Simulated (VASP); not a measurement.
# Al2Cu (Khatyrkite) (I4/mcm) in VASP: a series of runs, part 2 of 2

VASP 6.6.1. Earlier steps stand in the parts before.

## Step 4: Single point, LDA

This run uses another cell than the first one, of 14.66 Å³/atom, 1.021 times its volume.

Input file INCAR:

```
PREC = Accurate ; ENCUT = 520
EDIFF = 1E-6 ; ISMEAR = -1
SIGMA = 0.05 ; LREAL = False
LASPH = True ; NELM = 80
ALGO = Fast ; ISIF = 2
LWAVE = False ; LCHARG = False
GGA = CA ; NBANDS = 26
```

Input file KPOINTS:

```
Automatic mesh
0
Gamma
  7 7 7
```

Input file POSCAR:

```
Al2Cu
1.0
   -3.0131403261      3.0131403261      2.4221337351
    3.0131403261     -3.0131403261      2.4221337351
    3.0131403261      3.0131403261     -2.4221337351
Cu Al
2 4
Direct
    0.2500000000      0.2500000000      0.0000000000
    0.7500000000      0.7500000000      0.0000000000
    0.3419000000      0.1581000000      0.5000000000
    0.8419000000      0.3419000000      0.1838000000
    0.6581000000      0.8419000000      0.5000000000
    0.1581000000      0.6581000000      0.8162000000
```

Potentials or basis: VASP PAW LDA potentials, release 64 (Cu, Al).

Launch:

```console
$ cat potpaw_LDA.64/Cu/POTCAR potpaw_LDA.64/Al/POTCAR > POTCAR
$ mpirun -np 1 vasp_std > vasp.out
```

OUTCAR:

```text
PREC = Accurate
   ENCUT = 520
   EDIFF = 1E-6
   ISMEAR = -1
   LREAL = False
   LASPH = True
   NELM = 80
   ISIF = 2
   GGA = CA

 ion  position               nearest neighbor table
   1  0.250  0.250  0.000-   2 2.42   2 2.42   6 2.57   4 2.57   6 2.57   4 2.57   3 2.57   5 2.57
                             5 2.57   3 2.57
   2  0.750  0.750  0.000-   1 2.42   1 2.42   6 2.57   4 2.57   6 2.57   4 2.57   5 2.57   3 2.57
                             5 2.57   3 2.57
   3  0.342  0.158  0.500-   2 2.57   1 2.57   1 2.57   2 2.57   5 2.69   5 2.88   5 2.88   6 3.08
                             4 3.08   6 3.08   4 3.08   6 3.21   4 3.21   4 3.21   6 3.21
   4  0.842  0.342  0.184-   1 2.57   2 2.57   2 2.57   1 2.57   6 2.69   6 2.88   6 2.88   3 3.08
                             5 3.08   3 3.08   5 3.08   3 3.21   5 3.21   3 3.21   5 3.21
   5  0.658  0.842  0.500-   1 2.57   2 2.57   2 2.57   1 2.57   3 2.69   3 2.88   3 2.88   6 3.08
                             4 3.08   6 3.08   4 3.08   6 3.21   4 3.21   6 3.21   4 3.21
   6  0.158  0.658  0.816-   1 2.57   2 2.57   2 2.57   1 2.57   4 2.69   4 2.88   4 2.88   3 3.08
                             5 3.08   5 3.08   3 3.08   3 3.21   5 3.21   3 3.21   5 3.21

  LATTYP: Found a body centered tetragonal cell.
 ALAT       =     6.0262806522
 C/A-ratio  =     0.8038569310

  Lattice vectors:

 A1 = (  -3.0131403261,   3.0131403261,   2.4221337351)
 A2 = (   3.0131403261,  -3.0131403261,   2.4221337351)
 A3 = (   3.0131403261,   3.0131403261,  -2.4221337351)

Analysis of symmetry for initial positions (statically):
=====================================================================
 Subroutine PRICEL returns:
 Original cell was already a primitive cell.

 Routine SETGRP: Setting up the symmetry group for a
 body centered tetragonal supercell.

 Subroutine GETGRP returns: Found 16 space group operations
 (whereof  8 operations were pure point group operations)
 out of a pool of 16 trial point group operations.

The static configuration has the point symmetry C_4h.
 The point group associated with its full space group is D_4h.

Analysis of symmetry for dynamics (positions and initial velocities):
=====================================================================
[... 141 lines left out ...]
  Fermi-wavevector in a.u.,A,eV,Ry     =   1.192529  2.253553 19.349183  1.422125
  Thomas-Fermi vector in A             =   2.328565
   LORBIT       =      0    0 simple, 1 ext, 2 COOP (PROOUT), +10 PAW based schemes
   GGA     = CA    functional components
   LHFCALC =     F    Hartree Fock is set to
   AEXX    =    0.0000 exact exchange contribution
   IVDW    =     0    specifies the selected vdW correction
   LEPSILON=     F    determine dielectric tensor
   LRPA    =     F    only Hartree local field effects (RPA)
 non-spin polarized calculation
 RMM-DIIS sequential band-by-band and
  energy-cutoff  :      520.00
  volume of cell :       87.96
 maximum number of plane-waves:      2393
   NGX = 19   NGY = 19   NGZ = 19

 number of electron      33.9999985 magnetization

 Free energy of the ion-electron system (eV)
  ---------------------------------------------------
  ext. energy  EPLUGINS =         0.00000000
  ---------------------------------------------------
  free energy    TOTEN  =       -27.24483607 eV

  energy without entropy =      -27.23538195  energy(sigma->0) =      -27.24010901

 E-fermi :   8.0230     XC(G=0): -11.1279

 val. band max:        8.0045712796   @ k =   0.0000   0.0000   0.0000
 cond. band min:       8.0292871162   @ k =  -0.2857  -0.4286   0.2857
 fundamental gap:      0.0247158366
 Fermi energy:         8.0230060250

 k-point     1 :       0.0000    0.0000    0.0000
  band No.  band energies     occupation
      1      -2.8922      2.00000
      2       2.5197      2.00000
      3       2.7110      2.00000
      4       2.7110      2.00000
      5       2.7130      2.00000
      6       3.6227      2.00000
[... 685 lines left out ...]
     25      14.0109      0.00000
     26      14.2678      0.00000

 [... further k-points ...]
[... 5 lines left out ...]
  --------------------------------------------------------------------------------------
  -------------------------------------------------------------------------------------
  Total       -2.2773590     -2.2773590     -2.1410970      0.0000000     -0.0000000      0.0000000
  in kB      -41.4806222    -41.4806222    -38.9986982      0.0000000     -0.0000000      0.0000000
  external PRESSURE =     -40.6533142 kB  Pullay stress =       0.0000000 kB

 VOLUME and BASIS-vectors are now :
 -----------------------------------------------------------------------------
  energy-cutoff  :      520.00
  volume of cell :       87.96
      direct lattice vectors                 reciprocal lattice vectors
    -3.013140326  3.013140326  2.422133735     0.000000000  0.165939832  0.206429560
     3.013140326 -3.013140326  2.422133735     0.165939832  0.000000000  0.206429560
     3.013140326  3.013140326 -2.422133735     0.165939832  0.165939832  0.000000000

 POSITION                                       TOTAL-FORCE (eV/Angst)
 -----------------------------------------------------------------------------------
      0.00000      0.00000      1.21107         0.000000     -0.000000      0.000000
      0.00000      0.00000      3.63320         0.000000     -0.000000      0.000000
      0.95275      2.06039      0.00000         0.062082     -0.062082      0.000000
     -0.95275      2.06039      2.42213        -0.062082     -0.062082     -0.000000
      2.06039      0.95275      2.42213        -0.062082      0.062082      0.000000
      3.96590      0.95275     -0.00000         0.062082      0.062082      0.000000
 -----------------------------------------------------------------------------------
    total drift:                                0.000000      0.000000      0.000000

  FREE ENERGIE OF THE ION-ELECTRON SYSTEM (eV)
  ---------------------------------------------------
  free  energy   TOTEN  =       -27.2448360650 eV

  energy  without entropy=      -27.2353819500  energy(sigma->0) =      -27.24010901
```

OSZICAR:

```text
N       E                     dE             d eps       ncg     rms          rms(c)
DAV:   1     0.184915816320E+03    0.18492E+03   -0.13778E+04  2080   0.148E+03
DAV:   2    -0.196217292099E+02   -0.20454E+03   -0.19220E+03  2086   0.288E+02
DAV:   3    -0.315841890376E+02   -0.11962E+02   -0.11280E+02  2730   0.913E+01
DAV:   4    -0.319329764438E+02   -0.34879E+00   -0.34712E+00  3180   0.136E+01
[... 11 lines left out ...]
RMM:  16    -0.272448373102E+02    0.41539E-04   -0.92908E-05  2616   0.103E-01    0.270E-02
RMM:  17    -0.272448397801E+02   -0.24698E-05   -0.35249E-05  2514   0.304E-02    0.220E-02
RMM:  18    -0.272448386145E+02    0.11656E-05   -0.28891E-06  1964   0.166E-02    0.198E-02
RMM:  19    -0.272448365579E+02    0.20566E-05   -0.25587E-06  1810   0.190E-02    0.130E-02
RMM:  20    -0.272448360650E+02    0.49285E-06   -0.82814E-07  1429   0.728E-03
   1 F= -.27244836E+02 E0= -.27240109E+02  d E =-.945412E-02
```

stdout:

```text
POSCAR found type information on POSCAR CuAl
 POSCAR found :  2 types and       6 ions
 scaLAPACK will be used
 LDA part: xc-table for (Slater(with rela. corr.)+CA(PZ))
 , standard interpolation
 POSCAR, INCAR and KPOINTS ok, starting setup
 FFT: planning ... GRIDC
 FFT: planning ... GRID_SOFT
 FFT: planning ... GRID
 WAVECAR not read
 entering main loop
```

Run time: 58 s. Hardware: 1 thread of Intel Xeon Platinum 8559C (Emerald Rapids), shared host; peak memory 0.22 GiB.

Results:

| Property | Result |
| --- | --- |
| Free energy | -27.2448 eV |
| Pressure | -4.1 GPa |
| Largest force | 0.088 eV/Å |
| Band gap on the k mesh | zero (band 17 reaches 10.03 eV, above the bottom of band 18 at 6.30 eV) |

Forces on the atoms (eV/Å):
```
Cu   0.000  0.000  0.000
Cu   0.000  0.000  0.000
Al   0.062 -0.062  0.000
Al  -0.062 -0.062  0.000
Al  -0.062  0.062  0.000
Al   0.062  0.062  0.000
```

## Step 5: Single point, PBE

This run uses another cell than the first one, of 14.66 Å³/atom, 1.021 times its volume.

Input file INCAR:

```
SYSTEM = Al2Cu
ALGO = Normal
EDIFF = 1E-6
ENCUT = 520
GGA = PE
ISIF = 2
ISMEAR = -1
LASPH = .True.
LCHARG = .False.
LREAL = .False.
LWAVE = .False.
NBANDS = 26
NELM = 100
PREC = Accurate
SIGMA = 0.05
```

Input file KPOINTS:

```
k-points
0
Gamma
  7 7 7
  0 0 0
```

POSCAR is that of step 4.

Potentials or basis: VASP PAW PBE potentials, release 64 (Cu, Al).

Launch:

```console
$ cat potpaw_PBE.64/Cu/POTCAR potpaw_PBE.64/Al/POTCAR > POTCAR
$ mpirun -np 1 vasp_std > vasp.out
```

Wall time 51 s (1 thread of Intel Xeon Platinum 8559C (Emerald Rapids), shared host); peak memory 0.23 GiB.

Results (log left out):

| Property | Result |
| --- | --- |
| Free energy | -23.3818 eV |
| Pressure | 2.0 GPa |
| Largest force | 0.013 eV/Å |
| Band gap on the k mesh | zero (band 17 reaches 10.24 eV, above the bottom of band 18 at 6.52 eV) |

Forces on the atoms (eV/Å):
```
Cu   0.000  0.000  0.000
Cu   0.000  0.000  0.000
Al  -0.009  0.009  0.000
Al   0.009  0.009  0.000
Al   0.009 -0.009  0.000
Al  -0.009 -0.009  0.000
```

Stress tensor (GPa, compression positive):
```
1.72 0.00 0.00
0.00 1.72 0.00
0.00 0.00 2.45
```

Levels at points of the mesh, in eV from the Fermi level:
```
           k point  band 13  band 14  band 15  band 16  band 17  band 18  band 19  band 20  band 21  band 22
(0.00, 0.00, 0.00)    -3.05    -2.09    -1.43    -1.29    -1.29    -0.94    -0.40    -0.06     1.39     1.39
```

## Step 6: Single point, LDA

This run uses another cell than the first one, of 15.26 Å³/atom, 1.063 times its volume.

Input file INCAR:

```
SYSTEM = Al2Cu
PREC = Accurate
ENCUT = 520
EDIFF = 1E-7
ISMEAR = -1
SIGMA = 0.05
LREAL = .False.
LASPH = .True.
NELM = 100
ALGO = Normal
ISIF = 2
LWAVE = .False.
LCHARG = .True.
LELF = .True.
LVHAR = .True.
NBANDS = 26
```

Input file KPOINTS:

```
regular mesh
0
Gamma
  7 7 7
  0 0 0
```

Changes to POSCAR since step 5:

```diff
@@ -2,5 +2,5 @@
 1.0
-   -3.0131403261      3.0131403261      2.4221337351
-    3.0131403261     -3.0131403261      2.4221337351
-    3.0131403261      3.0131403261     -2.4221337351
+   -3.0535899895      3.0535899895      2.4546494773
+    3.0535899895     -3.0535899895      2.4546494773
+    3.0535899895      3.0535899895     -2.4546494773
 Cu Al
```

Potentials or basis: VASP PAW LDA potentials, release 64 (Cu, Al).

Launch:

```console
$ cat potpaw_LDA.64/Cu/POTCAR potpaw_LDA.64/Al/POTCAR > POTCAR
$ mpirun -np 1 vasp_std > vasp.out
```

Wall time 72 s (1 thread of Intel Xeon Platinum 8559C (Emerald Rapids), shared host); peak memory 0.23 GiB.

The run converged. Its results:

```
Free energy            : -27.1097 eV
Pressure               : -7.7 GPa
Largest force          : 0.105 eV/Å
Band gap on the k mesh : zero (band 17 reaches 9.58 eV, above the bottom of band 18 at 5.90 eV)
```

Forces on the atoms (eV/Å):
```
Cu   0.000  0.000  0.000
Cu   0.000  0.000  0.000
Al   0.074 -0.074  0.000
Al  -0.074 -0.074  0.000
Al  -0.074  0.074  0.000
Al   0.074  0.074  0.000
```

Stress tensor (GPa, compression positive):
```
-7.78  0.00  0.00
 0.00 -7.78  0.00
 0.00  0.00 -7.68
```

Levels at points of the mesh, in eV from the Fermi level:
| k point | band 14 | band 15 | band 16 | band 17 | band 18 | band 19 | band 20 | band 21 |
| --- | --- | --- | --- | --- | --- | --- | --- | --- |
| (0.00, 0.00, 0.00) | -2.04 | -1.35 | -1.18 | -1.18 | -0.87 | -0.59 | 0.04 | 1.25 |

## Step 7: Overview

```csv
level,potentials or basis,cell,gap on the mesh (eV),pressure (GPa),largest force (eV/Å)
LDA,"VASP PAW LDA potentials, release 64 (Cu, Al)","a = 4.868 Å, angles 104.1, 104.1, 120.8°, 6 atoms",none,-2.2,0.08
PBE,"VASP PAW PBE potentials, release 64 (Cu, Al)","a = 4.868 Å, angles 104.1, 104.1, 120.8°, 6 atoms",none,4.4,0.02
LDA,"VASP PAW LDA potentials, release 64 (Cu, Al)","a = 4.902 Å, angles 104.1, 104.1, 120.8°, 6 atoms",none,-4.1,0.09
PBE,"VASP PAW PBE potentials, release 64 (Cu, Al)","a = 4.902 Å, angles 104.1, 104.1, 120.8°, 6 atoms",none,2.0,0.01
LDA,"VASP PAW LDA potentials, release 64 (Cu, Al)","a = 4.967 Å, angles 104.1, 104.1, 120.8°, 6 atoms",none,-7.7,0.10
```

Alike in all rows: task single point; no spin polarisation; k mesh 7 × 7 × 7; cutoff (eV) 520; smearing fermi-dirac 0.05 eV.

Total energies depend on the potentials used, so only differences within one code and one set of settings carry meaning.
